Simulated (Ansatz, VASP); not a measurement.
**One calculation of BaAg2As2, two programs**

```
Ba Ag As
1.0
    -2.28657    2.28657    5.62963
     2.28657   -2.28657    5.62963
     2.28657    2.28657   -5.62963
Ba Ag As
1 2 2
Direct
  0.00000 0.00000 0.00000
  0.75000 0.25000 0.50000
  0.25000 0.75000 0.50000
  0.38444 0.38444 0.00000
  0.61556 0.61556 0.00000
```

Alike in both runs: task single point; functional r2SCAN; k mesh 8 × 8 × 8; occupations fermi-dirac, width 0.02 eV; no spin polarisation.

```csv
,VASP,Ansatz
version,VASP 6.6.1,Ansatz 0.2.0
potentials or method,"VASP PAW PBE potentials, release 64 (Ba_sv, Ag, As)","plane waves, PAW"
plane-wave cutoff (eV),520,500
valence electrons in the cell,42,78
```

|  | VASP | Ansatz | Ansatz less VASP |
| --- | --- | --- | --- |
| pressure (GPa) | 0.3 | 0.0 | -0.33 |
| rms of the force components (eV/Å) | 0.019 | 0.000 | -0.0183 |

VASP's potentials were made for PBE, not for r2SCAN. Atom by atom the forces differ by 0.019 eV/Å (rms over components). With one functional, cell and mesh, what is left measures potentials, basis and numerics. VASP's potentials hold 42 valence electrons a cell and Ansatz's 78, so a difference there can come from the potentials and not from the codes.

Neither program's run includes spin-orbit coupling.
